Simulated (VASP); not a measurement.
# PC4 in VASP: notebook

The runs below take PC4 through single point, relaxation of cell and atoms, with PBE.

Everything below comes from runs of VASP 6.6.1. Logs are shortened: lines on timing, memory, paths and dates and some standing lists are left out, and cuts for length are marked.

## (1) The cell of the first run

It takes space group C2/m (No. 12, monoclinic). The conventional cell has a = 4.680 Å, b = 2.708 Å, c = 5.836 Å, α = 90.00°, β = 105.87°, γ = 90.00°. P (site symmetry 2/m) has 6 C at 1.88 to 1.90 Å within 2.5 Å. Within 2.0 Å of C (site symmetry m) lie 1 C at 1.47 Å and 3 P at 1.88 to 1.90 Å. C (site symmetry m) has 4 C at 1.47 to 1.67 Å within 2.0 Å.

The cell was built from a structure type or drawn by symmetry, and may not be a known phase.

## (2) Single point, PBE

INCAR

```
PREC     = Accurate       # precision mode
ENCUT    = 520            # plane-wave cutoff, eV
EDIFF    = 1E-6           # SCF threshold, eV
ISMEAR   = 0              # smearing method
SIGMA    = 0.1            # smearing width, eV
LREAL    = False          # projectors in reciprocal space
LASPH    = True           # aspherical terms in the spheres
NELM     = 80             # most SCF steps
ALGO     = Normal         # electronic algorithm
ISIF     = 2              # what is computed and relaxed
LWAVE    = False          # write WAVECAR
LCHARG   = False          # write CHGCAR
GGA      = PE             # functional
NBANDS   = 18             # bands
```

KPOINTS

```
regular mesh
0
Gamma
  6 6 2
```

POSCAR

```
PC4
1.0
    2.3117145893     -1.3540530381      0.3629723667
    2.3117145893      1.3540530381      0.3629723667
    0.7058414234      0.0000000000      5.7936615504
P C
1 4
Direct
    0.0000000000      0.0000000000      0.0000000000
    0.7265447967      0.7265447967      0.8128527031
    0.1852067119      0.1852067119      0.4495387639
    0.8147932881      0.8147932881      0.5504612361
    0.2734552033      0.2734552033      0.1871472969
```

Potentials or basis: VASP PAW PBE potentials, release 64 (P, C).

On the command line:

```sh
cat potpaw_PBE.64/P/POTCAR potpaw_PBE.64/C/POTCAR > POTCAR
mpirun -np 1 vasp_std > vasp.out
```

OUTCAR:

```text
PREC = Accurate
   ENCUT = 520
   EDIFF = 1E-6
   ISMEAR = 0
   LREAL = False
   LASPH = True
   NELM = 80
   ISIF = 2
   GGA = PE

 ion  position               nearest neighbor table
   1  0.000  0.000  0.000-   2 1.88   2 1.88   5 1.88   5 1.88   2 1.90   5 1.90
   2  0.727  0.727  0.813-   4 1.47   1 1.88   1 1.88   1 1.90
   3  0.185  0.185  0.450-   5 1.47   4 1.66   4 1.66   4 1.67
   4  0.815  0.815  0.550-   2 1.47   3 1.66   3 1.66   3 1.67
   5  0.273  0.273  0.187-   3 1.47   1 1.88   1 1.88   1 1.90

  LATTYP: Found a base centered monoclinic cell.
 ALAT       =     4.6800740513
 B/A-ratio  =     0.5786459886
 C/A-ratio  =     1.2470955426
 COS(beta)  =    -0.2734474689

  Lattice vectors:

 A1 = (  -2.3117145893,   1.3540530381,  -0.3629723667)
 A2 = (  -2.3117145893,  -1.3540530381,  -0.3629723667)
 A3 = (   0.7058414234,   0.0000000000,   5.7936615504)

Analysis of symmetry for initial positions (statically):
=====================================================================
 Subroutine PRICEL returns:
 Original cell was already a primitive cell.

 Routine SETGRP: Setting up the symmetry group for a
 base centered monoclinic supercell.

 Subroutine GETGRP returns: Found  4 space group operations
 (whereof  4 operations were pure point group operations)
 out of a pool of  4 trial point group operations.

The static configuration has the point symmetry C_2h.

Analysis of symmetry for dynamics (positions and initial velocities):
=====================================================================
 Subroutine PRICEL returns:
 Original cell was already a primitive cell.

 Routine SETGRP: Setting up the symmetry group for a
 base centered monoclinic supercell.

 Subroutine GETGRP returns: Found  4 space group operations
 (whereof  4 operations were pure point group operations)
 out of a pool of  4 trial point group operations.

The dynamic configuration has the point symmetry C_2h.

 Subroutine INISYM returns: Found  4 space group operations
 (whereof  4 operations are pure point group operations),
 and found     1 'primitive' translations

----------------------------------------------------------------------------------------

                                     Primitive cell

  volume of cell :      35.5766

[... 93 lines left out ...]
   NELM   =     80;   NELMIN=  2; NELMDL= -5     # of ELM steps
   EDIFF  = 0.1E-05   stopping-criterion for ELM
   LREAL  =      F    real-space projection
   EDIFFG = 0.1E-04   stopping-criterion for IOM
   NSW    =      0    number of steps for IOM
   IBRION =     -1    ionic relax: 0-MD 1-quasi-New 2-CG
   NFREE  =      0    steps in history (QN), initial steepest desc. (CG)
   ISIF   =      2    stress and relaxation
   ISYM   =      2    0-nonsym 1-usesym 2-fastsym
   POTIM  = 0.5000    time-step for ionic-motion
   TEBEG  =    0.0;   TEEND  =   0.0 temperature during run
   PSTRESS=    0.0 pullay stress
   NELECT =      21.0000    total number of electrons
   NUPDOWN=      -1.0000    fix difference up-down
   EMIN   =  10.00;   EMAX   =-10.00  energy-range for DOS
   EFERMI =   0.00;   METHOD = LEGACY
   ISMEAR =     0;   SIGMA  =   0.10  broadening in eV -4-tet -1-fermi 0-gaus
   EFERMI_NEDOS =   21; number of points for ismear=-14 and -15
   IALGO  =     38    algorithm
   IMIX   =      4    mixing-type and parameters
     AMIX     =   0.40;   BMIX     =  1.00
     AMIX_MAG =   1.60;   BMIX_MAG =  1.00
  volume/ion in A,a.u.               =       7.12        48.02
  Fermi-wavevector in a.u.,A,eV,Ry     =   1.373282  2.595126 25.659263  1.885903
  Thomas-Fermi vector in A             =   2.498813
   LORBIT       =      0    0 simple, 1 ext, 2 COOP (PROOUT), +10 PAW based schemes
   GGA     = PE    functional components
   LHFCALC =     F    Hartree Fock is set to
   AEXX    =    0.0000 exact exchange contribution
   IVDW    =     0    specifies the selected vdW correction
   LEPSILON=     F    determine dielectric tensor
   LRPA    =     F    only Hartree local field effects (RPA)
 non-spin polarized calculation
 Gauss-broadening in eV      SIGMA  =   0.10
  energy-cutoff  :      520.00
  volume of cell :       35.58
 maximum number of plane-waves:       971
   NGX =  9   NGY =  9   NGZ = 21

 number of electron      21.0000000 magnetization

 Free energy of the ion-electron system (eV)
  ---------------------------------------------------
  ext. energy  EPLUGINS =         0.00000000
  ---------------------------------------------------
  free energy    TOTEN  =       -38.62697279 eV

  energy without entropy =      -38.61716434  energy(sigma->0) =      -38.62206856

 E-fermi :  10.0658     XC(G=0): -12.7238

 val. band max:       10.0296104389   @ k =   0.3333   0.0000   0.5000
 cond. band min:      10.0810991280   @ k =   0.3333   0.3333   0.0000
 fundamental gap:      0.0514886891
 Fermi energy:        10.0657513653

 k-point     1 :       0.0000    0.0000    0.0000
  band No.  band energies     occupation
      1     -10.2275      2.00000
      2      -7.2256      2.00000
      3      -5.2985      2.00000
      4       3.4373      2.00000
      5       4.2524      2.00000
      6       7.1236      2.00000
[... 481 lines left out ...]
      5       0.3427      2.00000
      6       1.2688      2.00000
[... 10 lines left out ...]
     17      21.3611      0.00000
     18      22.0142      0.00000

 [... further k-points ...]

------------------------ aborting loop because EDIFF is reached ----------------------------------------

  FORCE on cell =-STRESS in cart. coord.  units (eV):
  Direction    XX          YY          ZZ          XY          YZ          ZX
  --------------------------------------------------------------------------------------
  -------------------------------------------------------------------------------------
  Total       -0.0848085     -0.0968851     -0.0089643      0.0000000      0.0000000     -0.0180644
  in kB       -3.8193129     -4.3631757     -0.4037033      0.0000000      0.0000000     -0.8135227
  external PRESSURE =      -2.8620639 kB  Pullay stress =       0.0000000 kB

 VOLUME and BASIS-vectors are now :
 -----------------------------------------------------------------------------
  energy-cutoff  :      520.00
  volume of cell :       35.58
      direct lattice vectors                 reciprocal lattice vectors
     2.311714589 -1.354053038  0.362972367     0.220507780 -0.369261754 -0.026864449
     2.311714589  1.354053038  0.362972367     0.220507780  0.369261754 -0.026864449
     0.705841423  0.000000000  5.793661550    -0.027629585  0.000000000  0.175968530

 POSITION                                       TOTAL-FORCE (eV/Angst)
 -----------------------------------------------------------------------------------
      0.00000      0.00000      0.00000        -0.000000      0.000000     -0.000000
      3.93287      0.00000      5.23682        -0.005129      0.000000      0.077307
      1.17359      0.00000      2.73893         0.010186      0.000000      0.035730
      4.15568      0.00000      3.78068        -0.010186      0.000000     -0.035730
      1.39640      0.00000      1.28278         0.005129      0.000000     -0.077307
 -----------------------------------------------------------------------------------
    total drift:                                0.000000      0.000000      0.000000

  FREE ENERGIE OF THE ION-ELECTRON SYSTEM (eV)
  ---------------------------------------------------
  free  energy   TOTEN  =       -38.6269727902 eV

  energy  without entropy=      -38.6171643376  energy(sigma->0) =      -38.62206856
```

OSZICAR:

```text
N       E                     dE             d eps       ncg     rms          rms(c)
DAV:   1     0.473286627001E+02    0.47329E+02   -0.10535E+04   936   0.105E+03
DAV:   2    -0.374735641433E+02   -0.84802E+02   -0.81863E+02  1228   0.202E+02
DAV:   3    -0.404107400102E+02   -0.29372E+01   -0.28973E+01  1264   0.354E+01
DAV:   4    -0.404307131662E+02   -0.19973E-01   -0.19940E-01  1304   0.313E+00
DAV:   5    -0.404308841586E+02   -0.17099E-03   -0.17096E-03  1226   0.277E-01    0.131E+01
DAV:   6    -0.388559005366E+02    0.15750E+01   -0.29777E+00  1110   0.993E+00    0.712E+00
DAV:   7    -0.386371365364E+02    0.21876E+00   -0.65358E-01  1294   0.502E+00    0.208E+00
DAV:   8    -0.386257080208E+02    0.11429E-01   -0.35017E-02  1152   0.122E+00    0.729E-01
DAV:   9    -0.386268417083E+02   -0.11337E-02   -0.44604E-03  1174   0.496E-01    0.170E-01
DAV:  10    -0.386269507007E+02   -0.10899E-03   -0.40655E-04  1252   0.137E-01    0.365E-02
DAV:  11    -0.386269680960E+02   -0.17395E-04   -0.38182E-05  1214   0.457E-02    0.128E-02
DAV:  12    -0.386269724469E+02   -0.43510E-05   -0.75234E-06  1106   0.209E-02    0.434E-03
DAV:  13    -0.386269727902E+02   -0.34322E-06   -0.74339E-07   784   0.717E-03
   1 F= -.38626973E+02 E0= -.38622069E+02  d E =-.980845E-02
```

stdout:

```text
POSCAR found type information on POSCAR P C
 POSCAR found :  2 types and       5 ions
 scaLAPACK will be used
 LDA part: xc-table for (Slater+PW92), standard interpolation
 POSCAR, INCAR and KPOINTS ok, starting setup
 FFT: planning ... GRIDC
 FFT: planning ... GRID_SOFT
 FFT: planning ... GRID
 WAVECAR not read
 entering main loop
```

Wall time 13 s (1 thread of Intel Xeon Platinum 8488C (Sapphire Rapids), shared host); peak memory 0.15 GiB.

What came out:

```
Free energy            : -38.6270 eV
Pressure               : -0.3 GPa
Largest force          : 0.077 eV/Å
Band gap on the k mesh : zero (an odd number of electrons rules out a gap without spin polarisation)
```

Forces on the atoms (eV/Å):
```
P    0.000  0.000  0.000
C   -0.005  0.000  0.077
C    0.010  0.000  0.036
C   -0.010  0.000 -0.036
C    0.005  0.000 -0.077
```

Stress tensor (GPa, compression positive):
```
-0.38  0.00 -0.08
 0.00 -0.44  0.00
-0.08  0.00 -0.04
```

Levels at points of the mesh, in eV from the Fermi level:
| k point | band 7 | band 8 | band 9 | band 10 | band 11 | band 12 | band 13 | band 14 |
| --- | --- | --- | --- | --- | --- | --- | --- | --- |
| (0.00, 0.00, 0.00) | -2.77 | -0.32 | -0.07 | 1.11 | 1.17 | 4.87 | 5.07 | 5.37 |
| (0.50, 0.00, 0.00) | -5.22 | -4.67 | -4.00 | -2.78 | 1.12 | 2.74 | 4.10 | 4.72 |
| (0.50, 0.50, 0.00) | -6.13 | -5.74 | -4.83 | -2.85 | -0.51 | 2.34 | 5.38 | 6.84 |
| (0.00, 0.00, 0.50) | -2.68 | -0.34 | -0.34 | 0.93 | 1.24 | 5.32 | 5.85 | 6.09 |
| (0.50, 0.00, 0.50) | -6.11 | -5.65 | -4.80 | -2.75 | -0.44 | 2.46 | 5.51 | 6.98 |
| (0.50, 0.50, 0.50) | -5.30 | -4.56 | -4.09 | -2.77 | 1.03 | 2.60 | 4.00 | 4.85 |

Caveat: the k points lie up to 0.56 Å⁻¹ apart, too coarse for converged energies and pressures of a metal.

## (3) Single point, PBE

This run uses another cell than the first one, of the same volume but with other edges.

INCAR, as its differences from that of step 2:

```diff
@@ -11,4 +11,6 @@
 LWAVE    = False          # write WAVECAR
-LCHARG   = False          # write CHGCAR
+LCHARG   = True           # write CHGCAR
 GGA      = PE             # functional
+LELF     = True           # ELF
+LVHAR    = True         
 NBANDS   = 18             # bands
```

KPOINTS

```
Automatic mesh
0
Gamma
  6 6 6
```

POSCAR

```
PC4
1.0
    1.3514282699      0.7802474754      5.6242726586
   -1.3514282699      0.7802474754      5.6242726586
    0.0000000000     -1.5604949508      5.6242726586
P C
1 4
Direct
    0.0000000000      0.0000000000      0.0000000000
    0.2710537068      0.2710537068      0.2710537068
    0.8166659303      0.8166659303      0.8166659303
    0.1833340697      0.1833340697      0.1833340697
    0.7289462932      0.7289462932      0.7289462932
```

Potentials or basis: VASP PAW PBE potentials, release 64 (P, C).

On the command line:

```sh
cat potpaw_PBE.64/P/POTCAR potpaw_PBE.64/C/POTCAR > POTCAR
mpirun -np 1 vasp_std > vasp.out
```

Run time: 68 s. Hardware: 1 thread of Intel Xeon Platinum 8488C (Sapphire Rapids), shared host; peak memory 0.29 GiB.

It converged, with:

| Item | Value |
| --- | --- |
| Free energy | -38.6021 eV |
| Pressure | -0.4 GPa |
| Largest force | 0.097 eV/Å |
| Band gap on the k mesh | zero (an odd number of electrons rules out a gap without spin polarisation) |

Forces on the atoms (eV/Å):
```
P    0.000  0.000  0.000
C    0.000  0.000  0.097
C    0.000  0.000  0.045
C    0.000  0.000 -0.045
C    0.000  0.000 -0.097
```

Stress tensor (GPa, compression positive):
```
-0.50  0.00  0.00
 0.00 -0.50  0.00
 0.00  0.00 -0.08
```

Levels at points of the mesh, in eV from the Fermi level:
```csv
k point,band 8,band 9,band 10,band 11,band 12,band 13
"(0.00, 0.00, 0.00)",-0.18,-0.18,1.11,1.11,5.01,5.01
"(0.50, 0.00, 0.00)",-4.66,-4.03,-2.77,1.06,2.70,4.09
"(0.50, 0.50, 0.00)",-5.68,-4.83,-2.81,-0.45,2.43,5.46
"(0.50, 0.50, 0.50)",-0.32,-0.32,1.07,1.07,5.35,5.97
```

Caveat: the k points lie up to 0.45 Å⁻¹ apart, too coarse for converged energies and pressures of a metal.

## (4) Relaxation of cell and atoms, PBE

This run uses another cell than the first one, of the same volume but with other edges.

INCAR

```
SYSTEM = PC4
PREC     = Accurate       ! precision mode
ENCUT    = 600            ! plane-wave cutoff, eV
EDIFF    = 1E-7           ! SCF threshold, eV
ISMEAR   = 0              ! smearing method
SIGMA    = 0.1            ! smearing width, eV
LREAL    = .False.        ! projectors in reciprocal space
LASPH    = .True.         ! aspherical terms in the spheres
NELM     = 60             ! most SCF steps
ALGO     = Normal         ! electronic algorithm
ISIF     = 3              ! what is computed and relaxed
LWAVE    = .False.        ! write WAVECAR
LCHARG   = .False.        ! write CHGCAR
GGA      = PE             ! functional
IBRION   = 2              ! ionic algorithm
NSW      = 90             ! ionic steps
EDIFFG   = -0.04          ! ionic threshold
```

KPOINTS

```
Automatic mesh
0
Gamma
  6 6 6
  0 0 0
```

POSCAR

```
PC4
1.0
    1.3529163451      0.7811066160      5.6141677337
   -1.3529163451      0.7811066160      5.6141677337
    0.0000000000     -1.5622132320      5.6141677337
P C
1 4
Direct
    0.0000000000      0.0000000000      0.0000000000
    0.2709509010      0.2709509010      0.2709509010
    0.8165129213      0.8165129213      0.8165129213
    0.1834870787      0.1834870787      0.1834870787
    0.7290490990      0.7290490990      0.7290490990
```

On the command line:

```sh
cat potpaw_PBE.64/P/POTCAR potpaw_PBE.64/C/POTCAR > POTCAR
mpirun -np 1 vasp_std > vasp.out
```

Run time: 2.3 min. Hardware: 1 thread of Intel Xeon Platinum 8488C (Sapphire Rapids), shared host; peak memory 0.32 GiB.

It converged, with:

| Item | Value |
| --- | --- |
| Free energy | -38.6087 eV |
| Relaxed volume | 7.11 Å³/atom |
| Relaxed cell | a = 5.834 Å, b = 5.834 Å, c = 5.834 Å, α = 26.79°, β = 26.79°, γ = 26.79° |
| Space group after relaxing (to 0.1 Å) | R-3m (No. 166) |
| Energy gained by relaxing | 0.4 meV/atom |
| Ionic steps | 3 |
| Pressure after relaxing | -0.4 GPa |
| Largest force after relaxing | 0.029 eV/Å |
| Band gap on the k mesh | zero (an odd number of electrons rules out a gap without spin polarisation) |

Forces in eV/Å, atoms in the order of the input:
```
P    0.000  0.000  0.000
C    0.000  0.000 -0.029
C    0.000  0.000 -0.021
C    0.000  0.000  0.021
C    0.000  0.000  0.029
```

Stress tensor (GPa, compression positive):
```
-0.65  0.00  0.00
 0.00 -0.65  0.00
 0.00  0.00  0.08
```

Step by step:
```
step  energy change (eV)  largest force (eV/Å)  pressure (GPa)  volume (Å³)
   1              0.0000                0.2126           -0.44        35.60
   2              0.0026                0.3799           -0.26        35.50
   3             -0.0021                0.0294           -0.41        35.56
```

Final structure:
```
CELL_PARAMETERS angstrom
1.35130 0.78017 5.62124
-1.35130 0.78017 5.62124
0.00000 -1.56035 5.62124
ATOMIC_POSITIONS crystal
P 0.00000 0.00000 0.00000
C 0.27119 0.27119 0.27119
C 0.81673 0.81673 0.81673
C 0.18327 0.18327 0.18327
C 0.72881 0.72881 0.72881
```

Levels at points of the mesh, in eV from the Fermi level:
| k point | band 8 | band 9 | band 10 | band 11 | band 12 | band 13 |
| --- | --- | --- | --- | --- | --- | --- |
| (0.00, 0.00, 0.00) | -0.18 | -0.18 | 1.10 | 1.10 | 5.02 | 5.02 |
| (0.50, 0.00, 0.00) | -4.65 | -4.04 | -2.75 | 1.06 | 2.73 | 4.10 |
| (0.50, 0.50, 0.00) | -5.68 | -4.82 | -2.82 | -0.44 | 2.44 | 5.46 |
| (0.50, 0.50, 0.50) | -0.33 | -0.33 | 1.05 | 1.05 | 5.35 | 5.98 |

Caveat: the k points lie up to 0.45 Å⁻¹ apart in the final cell, too coarse for converged energies and pressures of a metal.

[end of part 1 of 2]
